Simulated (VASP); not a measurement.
# MnF2 (P4_2/mnm) in VASP: single point with PBE+U

Aim: the single point of MnF2 with PBE+U.

All numbers are computed with VASP 6.6.1; they aren't measurements. Logs are shortened: lines on timing, memory, paths and dates and some standing lists are left out, and cuts for length are marked.

### Step 1. The cell of the first run

The structure is tetragonal, space group P4_2/mnm (No. 136). The conventional cell has a = 4.874 Å, b = 4.874 Å, c = 3.311 Å, α = 90.00°, β = 90.00°, γ = 90.00°. Mn (site symmetry mmm) has 6 F at 2.10 to 2.13 Å within 2.8 Å. Within 2.8 Å of F (site symmetry m2m) lie 3 Mn at 2.10 to 2.13 Å and 1 F at 2.68 Å.

### Step 2. Single point, PBE+U, collinear spin, ferromagnetic start

INCAR reads:

```
  ALGO = Normal
  EDIFF = 1E-6
  ENCUT = 520
  GGA = PE
  ISIF = 2
  ISMEAR = -1
  ISPIN = 2
  LASPH = T
  LCHARG = F
  LDAU = T
  LDAUJ = 0 0
  LDAUL = 2 -1
  LDAUPRINT = 1
  LDAUTYPE = 2
  LDAUU = 4 0
  LMAXMIX = 4
  LORBIT = 11
  LREAL = F
  LWAVE = F
  MAGMOM = 4.5 4.5 0 0 0 0
  NBANDS = 40
  NELM = 150
  PREC = Accurate
  SIGMA = 0.05
```

KPOINTS reads:

```
k-points
0
Gamma
  6 6 8
```

POSCAR reads:

```
MnF2
1.0
    4.8738000000      0.0000000000      0.0000000000
    0.0000000000      4.8738000000      0.0000000000
    0.0000000000      0.0000000000      3.3107000000
Mn F
2 4
Direct
    0.0000000000      0.0000000000      0.0000000000
    0.5000000000      0.5000000000      0.5000000000
    0.3053000000      0.3053000000      0.0000000000
    0.1947000000      0.8053000000      0.5000000000
    0.6947000000      0.6947000000      0.0000000000
    0.8053000000      0.1947000000      0.5000000000
```

Potentials or basis: VASP PAW PBE potentials, release 64 (Mn_pv, F).

Run with:

```console
$ cat potpaw_PBE.64/Mn_pv/POTCAR potpaw_PBE.64/F/POTCAR > POTCAR
$ mpirun -np 1 vasp_std > vasp.out
```

OUTCAR:

```text
EDIFF = 1E-6
   ENCUT = 520
   GGA = PE
   ISIF = 2
   ISMEAR = -1
   ISPIN = 2
   LASPH = T
   LORBIT = 11
   LREAL = F
   NELM = 150
   PREC = Accurate

 ion  position               nearest neighbor table
   1  0.000  0.000  0.000-   3 2.10   5 2.10   4 2.13   6 2.13   4 2.13   6 2.13
   2  0.500  0.500  0.500-   4 2.10   6 2.10   5 2.13   3 2.13   3 2.13   5 2.13
   3  0.305  0.305  0.000-   1 2.10   2 2.13   2 2.13
   4  0.195  0.805  0.500-   2 2.10   1 2.13   1 2.13
   5  0.695  0.695  0.000-   1 2.10   2 2.13   2 2.13
   6  0.805  0.195  0.500-   2 2.10   1 2.13   1 2.13

  LATTYP: Found a simple tetragonal cell.
 ALAT       =     4.8738000000
 C/A-ratio  =     0.6792851574

  Lattice vectors:

 A1 = (   4.8738000000,   0.0000000000,   0.0000000000)
 A2 = (   0.0000000000,   4.8738000000,   0.0000000000)
 A3 = (   0.0000000000,   0.0000000000,   3.3107000000)

Analysis of symmetry for initial positions (statically):
=====================================================================
 Subroutine PRICEL returns:
 Original cell was already a primitive cell.

 Routine SETGRP: Setting up the symmetry group for a
 simple tetragonal supercell.

 Subroutine GETGRP returns: Found 16 space group operations
 (whereof  8 operations were pure point group operations)
 out of a pool of 16 trial point group operations.

The static configuration has the point symmetry D_2h.
 The point group associated with its full space group is D_4h.

Analysis of symmetry for dynamics (positions and initial velocities):
=====================================================================
 Subroutine PRICEL returns:
 Original cell was already a primitive cell.

 Routine SETGRP: Setting up the symmetry group for a
 simple tetragonal supercell.

 Subroutine GETGRP returns: Found 16 space group operations
 (whereof  8 operations were pure point group operations)
 out of a pool of 16 trial point group operations.

The dynamic configuration has the point symmetry D_2h.
 The point group associated with its full space group is D_4h.

Analysis of structural, dynamic, and magnetic symmetry:
=====================================================================
 Subroutine PRICEL returns:
 Original cell was already a primitive cell.

[... 221 lines left out ...]
  o =  0.9491  v =  0.0000  0.7071  0.0000 -0.7071  0.0000  0.0000  0.0000  0.0000  0.0000  0.0000      0.0000  0.0000  0.0000  0.0000  0.0000  0.0000  0.0000  0.0000  0.0000  0.0000
  o =  0.9826  v =  0.0000 -0.7071  0.0000 -0.7071 -0.0000  0.0000  0.0000  0.0000  0.0000  0.0000      0.0000  0.0000  0.0000  0.0000  0.0000  0.0000  0.0000  0.0000  0.0000  0.0000
  o =  0.9859  v = -0.7920  0.0000 -0.6105  0.0000 -0.0000  0.0000  0.0000  0.0000  0.0000  0.0000      0.0000  0.0000  0.0000  0.0000  0.0000  0.0000  0.0000  0.0000  0.0000  0.0000

 number of electron      54.0000032 magnetization      10.0000016

 Free energy of the ion-electron system (eV)
  ---------------------------------------------------
  ext. energy  EPLUGINS =         0.00000000
  ---------------------------------------------------
  free energy    TOTEN  =       -37.80661629 eV

  energy without entropy =      -37.80661629  energy(sigma->0) =      -37.80661629

 E-fermi :   3.1457     XC(G=0):  -9.7298

 val. band max:        2.1155308047   @ k =   0.0000   0.0000   0.0000
 cond. band min:       4.5662253348   @ k =   0.0000   0.0000   0.0000
 fundamental gap:      2.4506945301
 Fermi energy:         3.1457237119

 spin component 1

 k-point     1 :       0.0000    0.0000    0.0000
  band No.  band energies     occupation
      1     -46.7640      1.00000
      2     -46.7640      1.00000
      3     -46.7068      1.00000
      4     -46.7068      1.00000
      5     -46.7016      1.00000
      6     -46.6997      1.00000
[... 2009 lines left out ...]
     38      14.4856      0.00000
     39      15.2072      0.00000

 [... further k-points ...]

 [bands above 39 left out]

------------------------ aborting loop because EDIFF is reached ----------------------------------------

  FORCE on cell =-STRESS in cart. coord.  units (eV):
  Direction    XX          YY          ZZ          XY          YZ          ZX
  --------------------------------------------------------------------------------------
  -------------------------------------------------------------------------------------
  Total        2.3110782      2.3110782      2.6087812     -0.0000000      0.0000000      0.0000000
  in kB       47.0836354     47.0836354     53.1487430     -0.0000000      0.0000000      0.0000000
  external PRESSURE =      49.1053379 kB  Pullay stress =       0.0000000 kB

 VOLUME and BASIS-vectors are now :
 -----------------------------------------------------------------------------
  energy-cutoff  :      520.00
  volume of cell :       78.64
      direct lattice vectors                 reciprocal lattice vectors
     4.873800000  0.000000000  0.000000000     0.205178711  0.000000000  0.000000000
     0.000000000  4.873800000  0.000000000     0.000000000  0.205178711  0.000000000
     0.000000000  0.000000000  3.310700000     0.000000000  0.000000000  0.302050926

 POSITION                                       TOTAL-FORCE (eV/Angst)
 -----------------------------------------------------------------------------------
      0.00000      0.00000      0.00000        -0.000000      0.000000      0.000000
      2.43690      2.43690      1.65535        -0.000000      0.000000      0.000000
      1.48797      1.48797      0.00000        -0.037725     -0.037725      0.000000
      0.94893      3.92487      1.65535         0.037725     -0.037725      0.000000
      3.38583      3.38583      0.00000         0.037725      0.037725     -0.000000
      3.92487      0.94893      1.65535        -0.037725      0.037725      0.000000
 -----------------------------------------------------------------------------------
    total drift:                                0.000000      0.000000      0.000000

  FREE ENERGIE OF THE ION-ELECTRON SYSTEM (eV)
  ---------------------------------------------------
  free  energy   TOTEN  =       -37.8066162850 eV

  energy  without entropy=      -37.8066162850  energy(sigma->0) =      -37.80661629

 total charge

# of ion       s       p       d       tot
------------------------------------------
    1        0.165   6.148   4.951  11.263
    2        0.165   6.148   4.951  11.263
    3        1.734   4.380   0.000   6.113
    4        1.734   4.380   0.000   6.113
    5        1.734   4.380   0.000   6.113
    6        1.734   4.380   0.000   6.113
--------------------------------------------------
tot          7.264  29.814   9.901  46.979

 magnetization (x)

# of ion       s       p       d       tot
------------------------------------------
    1        0.024   0.022   4.646   4.691
    2        0.024   0.022   4.646   4.691
    3        0.007   0.051   0.000   0.058
    4        0.007   0.051   0.000   0.058
    5        0.007   0.051   0.000   0.058
    6        0.007   0.051   0.000   0.058
--------------------------------------------------
tot          0.074   0.247   9.291   9.612
```

OSZICAR:

```text
N       E                     dE             d eps       ncg     rms          rms(c)
DAV:   1     0.685599538300E+03    0.68560E+03   -0.29895E+04  8112   0.152E+03
DAV:   2     0.217398547393E+02   -0.66386E+03   -0.61592E+03  8400   0.464E+02
DAV:   3    -0.372899410291E+02   -0.59030E+02   -0.58388E+02  9272   0.150E+02
DAV:   4    -0.382114300617E+02   -0.92149E+00   -0.92092E+00  8528   0.205E+01
DAV:   5    -0.382223364956E+02   -0.10906E-01   -0.10906E-01  9024   0.222E+00    0.215E+01
DAV:   6    -0.366763303128E+02    0.15460E+01   -0.16038E+01  8888   0.312E+01    0.162E+01
DAV:   7    -0.374773032585E+02   -0.80097E+00   -0.16985E+00  8336   0.112E+01    0.103E+01
DAV:   8    -0.367108441204E+02    0.76646E+00   -0.38630E-01  8784   0.703E+00    0.646E+00
DAV:   9    -0.378055402883E+02   -0.10947E+01   -0.10697E-01  8976   0.422E+00    0.915E-01
DAV:  10    -0.378059801931E+02   -0.43990E-03   -0.28886E-02  8568   0.119E+00    0.265E-01
DAV:  11    -0.378061978972E+02   -0.21770E-03   -0.14329E-03  8552   0.253E-01    0.119E-01
DAV:  12    -0.378064876128E+02   -0.28972E-03   -0.57797E-04  8384   0.206E-01    0.810E-02
DAV:  13    -0.378066058010E+02   -0.11819E-03   -0.57681E-05  8480   0.608E-02    0.360E-02
DAV:  14    -0.378066117518E+02   -0.59508E-05   -0.12901E-05  8448   0.253E-02    0.262E-02
DAV:  15    -0.378066159475E+02   -0.41958E-05   -0.92353E-06  8312   0.198E-02    0.278E-03
DAV:  16    -0.378066162850E+02   -0.33747E-06   -0.49100E-07  6024   0.688E-03
   1 F= -.37806616E+02 E0= -.37806616E+02  d E =-.112649E-10  mag=    10.0000
```

It took 5.5 min on 1 thread of Intel Xeon Platinum 8259CL at 2.50GHz (Skylake/Cascade Lake), shared host; peak memory 0.36 GiB.

What came out:

```
Free energy                                           : -37.8066 eV
Pressure                                              : 4.9 GPa
Largest force                                         : 0.053 eV/Å
Band gap on the k mesh                                : 2.45 eV
Net moment                                            : 10.00 μB per cell
Site moments                                          : Mn +4.69; F +0.06 μB
Valence electrons inside the program's atomic spheres : Mn 11.26; F 6.11
```

Forces on the atoms (eV/Å):
```
Mn   0.000  0.000  0.000
Mn   0.000  0.000  0.000
F   -0.038 -0.038  0.000
F    0.038 -0.038  0.000
F    0.038  0.038  0.000
F   -0.038  0.038  0.000
```

Eigenvalues of the final occupation matrices:
```tsv
site	spin	trace	eigenvalues
site 1 d	1	4.81	0.95 0.95 0.95 0.98 0.99
site 1 d	2	0.16	0.01 0.01 0.01 0.06 0.06
site 2 d	1	4.81	0.95 0.95 0.95 0.98 0.99
site 2 d	2	0.16	0.01 0.01 0.01 0.06 0.06
```

Caveat: the cell stands under pressure; the run started ferromagnetic, and an antiferromagnetic order may lie lower in energy.
